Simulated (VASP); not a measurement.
# Mo (Pm-3m) in VASP: further runs, part 2 of 2

VASP 6.6.1. Earlier steps stand in the parts before.

### 4 Relaxation of cell and atoms, PBE, target pressure 5 GPa, at which the enthalpy is minimised

This run uses another cell than the first one, of 17.17 Å³/atom, 1.024 times its volume.

Contents of INCAR:

```
ALGO = Normal ; EDIFF = 1E-7
EDIFFG = -0.03 ; ENCUT = 600
GGA = PE ; IBRION = 2
ISIF = 3 ; ISMEAR = 0
LASPH = True ; LCHARG = False
LREAL = False ; LWAVE = False
NELM = 80 ; NSW = 80
PREC = Accurate ; PSTRESS = 50.0
SIGMA = 0.05
```

Contents of KPOINTS:

```
k-points
0
Gamma
  9 9 9
```

Contents of POSCAR:

```
Mo
1.0
    2.5800000000      0.0000000000      0.0000000000
    0.0000000000      2.5800000000      0.0000000000
    0.0000000000      0.0000000000      2.5800000000
Mo
1
Direct
    0.0000000000      0.0000000000      0.0000000000
```

Potentials or basis: VASP PAW PBE potentials, release 64 (Mo_sv).

The run is started by

```sh
$ cat potpaw_PBE.64/Mo_sv/POTCAR > POTCAR
$ mpirun -np 1 vasp_std > vasp.out
```

OUTCAR:

```text
EDIFF = 1E-7
   EDIFFG = -0.03
   ENCUT = 600
   GGA = PE
   IBRION = 2
   ISIF = 3
   ISMEAR = 0
   LASPH = True
   LREAL = False
   NELM = 80
   NSW = 80
   PREC = Accurate
   PSTRESS = 50.0

 ion  position               nearest neighbor table
   1  0.000  0.000  0.000-

  LATTYP: Found a simple cubic cell.
 ALAT       =     2.5800000000

  Lattice vectors:

 A1 = (   2.5800000000,   0.0000000000,   0.0000000000)
 A2 = (   0.0000000000,   2.5800000000,   0.0000000000)
 A3 = (   0.0000000000,   0.0000000000,   2.5800000000)

Analysis of symmetry for initial positions (statically):
=====================================================================
 Subroutine PRICEL returns:
 Original cell was already a primitive cell.

 Routine SETGRP: Setting up the symmetry group for a
 simple cubic supercell.

 Subroutine GETGRP returns: Found 48 space group operations
 (whereof 48 operations were pure point group operations)
 out of a pool of 48 trial point group operations.

The static configuration has the point symmetry O_h .

[... 163 lines left out ...]
 cond. band min:      11.1898862030   @ k =   0.3333   0.3333   0.2222
 fundamental gap:      0.1354799143
 Fermi energy:        11.0607764587

 k-point     1 :       0.0000    0.0000    0.0000
  band No.  band energies     occupation
      1     -50.0920      2.00000
      2     -23.3135      2.00000
      3     -23.3135      2.00000
      4     -23.3135      2.00000
      5       4.4760      2.00000
      6       6.7382      2.00000
      7       6.7382      2.00000
      8      14.9786      0.00000
      9      14.9786      0.00000
     10      14.9786      0.00000
     11      26.7097      0.00000
[... 309 lines left out ...]
 k-point    24 :       0.4444    0.3333    0.1111
  band No.  band energies     occupation
      1     -49.7047      2.00000
      2     -24.6527      2.00000
      3     -24.2916      2.00000
      4     -23.2475      2.00000
      5       6.5628      2.00000
      6       9.0264      2.00000
      7      11.0544      1.14299
      8      11.6558      0.00000
      9      13.6941      0.00000
     10      16.6638      0.00000
     11      20.4780      0.00000

 [... further k-points ...]
[... 5 lines left out ...]
  --------------------------------------------------------------------------------------
  -------------------------------------------------------------------------------------
  Total        0.5608057      0.5608057      0.5608057      0.0000000     -0.0000000     -0.0000000
  in kB       52.3195341     52.3195341     52.3195341      0.0000000     -0.0000000     -0.0000000
  external PRESSURE =       2.3195341 kB  Pullay stress =      50.0000000 kB

 VOLUME and BASIS-vectors are now :
 -----------------------------------------------------------------------------
  energy-cutoff  :      600.00
  volume of cell :       17.17
      direct lattice vectors                 reciprocal lattice vectors
     2.580000000  0.000000000  0.000000000     0.387596899  0.000000000  0.000000000
     0.000000000  2.580000000  0.000000000     0.000000000  0.387596899  0.000000000
     0.000000000  0.000000000  2.580000000     0.000000000  0.000000000  0.387596899

 POSITION                                       TOTAL-FORCE (eV/Angst)
 -----------------------------------------------------------------------------------
      0.00000      0.00000      0.00000         0.000000      0.000000      0.000000
 -----------------------------------------------------------------------------------
    total drift:                                0.000000      0.000000      0.000000

  FREE ENERGIE OF THE ION-ELECTRON SYSTEM (eV)
  ---------------------------------------------------
  free  energy   TOTEN  =        -9.7673431467 eV

  energy  without entropy=       -9.7650703292  energy(sigma->0) =       -9.76620674

  enthalpy is  TOTEN    =        -9.2314002246 eV   P V=        0.5359429221

 reached required accuracy - stopping structural energy minimisation
```

OSZICAR:

```text
N       E                     dE             d eps       ncg     rms          rms(c)
DAV:   1     0.106923802960E+03    0.10692E+03   -0.88872E+03   770   0.143E+03
DAV:   2    -0.850484801594E+01   -0.11543E+03   -0.11107E+03   869   0.364E+02
DAV:   3    -0.101687612756E+02   -0.16639E+01   -0.16313E+01   856   0.434E+01
DAV:   4    -0.101744867706E+02   -0.57255E-02   -0.57244E-02   842   0.287E+00
DAV:   5    -0.101745182608E+02   -0.31490E-04   -0.31490E-04   827   0.218E-01    0.126E+01
DAV:   6    -0.981137715030E+01    0.36314E+00   -0.67998E-01   800   0.972E+00    0.409E+00
DAV:   7    -0.976901636042E+01    0.42361E-01   -0.12565E-01   812   0.396E+00    0.739E-01
DAV:   8    -0.976730016397E+01    0.17162E-02   -0.33038E-03   776   0.831E-01    0.666E-02
DAV:   9    -0.976734086335E+01   -0.40699E-04   -0.51724E-05   857   0.103E-01    0.411E-02
DAV:  10    -0.976734295636E+01   -0.20930E-05   -0.11733E-05   782   0.453E-02    0.248E-03
DAV:  11    -0.976734325778E+01   -0.30142E-06   -0.16010E-07   793   0.429E-03    0.220E-03
DAV:  12    -0.976734313318E+01    0.12460E-06   -0.16782E-08   400   0.185E-03    0.199E-04
DAV:  13    -0.976734314668E+01   -0.13499E-07   -0.14103E-09   412   0.572E-04
   1 F= -.92314002E+01 E0= -.92302638E+01  d E =-.923140E+01
```

CONTCAR:

```text
Mo
   1.00000000000000
     2.5800000000000001    0.0000000000000000    0.0000000000000000
     0.0000000000000000    2.5800000000000001    0.0000000000000000
     0.0000000000000000    0.0000000000000000    2.5800000000000001
  Mo
     1
Direct
     0.0000000000000000    0.0000000000000000    0.0000000000000000

  0.00000000E+00  0.00000000E+00  0.00000000E+00
```

Wall time 15 s (1 thread of Intel Xeon 8259CL, shared host); peak memory 0.14 GiB.

Results:

* Free energy: -9.7673 eV
* Pressure after relaxing: 5.2 GPa
* Band gap on the k mesh: zero (band 7 reaches 12.38 eV, above the bottom of band 8 at 10.45 eV)

Final structure:
```
CELL_PARAMETERS angstrom
2.58000 0.00000 0.00000
0.00000 2.58000 0.00000
0.00000 0.00000 2.58000
ATOMIC_POSITIONS crystal
Mo 0.00000 0.00000 0.00000
```

Caveat: the relaxation stopped at its first step, so nothing moved; the cell is relaxed towards a set pressure, so the enthalpy falls and the energy may rise.

### 5 Summary

```csv
task,cell,cutoff (eV),gap on the mesh (eV),pressure (GPa)
single point,"a = 2.560 Å, 1 atom",520,none,10.6
relaxation of cell and atoms,"relaxed from a = 2.580 Å, 1 atom",600,none,-0.1
relaxation of cell and atoms,"relaxed to 5 GPa from a = 2.580 Å, 1 atom",600,none,5.2
```

Alike in all rows: level PBE; potentials or basis VASP PAW PBE potentials, release 64 (Mo_sv); no spin polarisation; k mesh 9 × 9 × 9; smearing gaussian 0.05 eV.

Caveats: the relaxation stopped at its first step, so nothing moved (some runs); the cell is relaxed towards a set pressure, so the enthalpy falls and the energy may rise (some runs).

Total energies depend on the potentials used, so only differences within one code and one set of settings carry meaning.
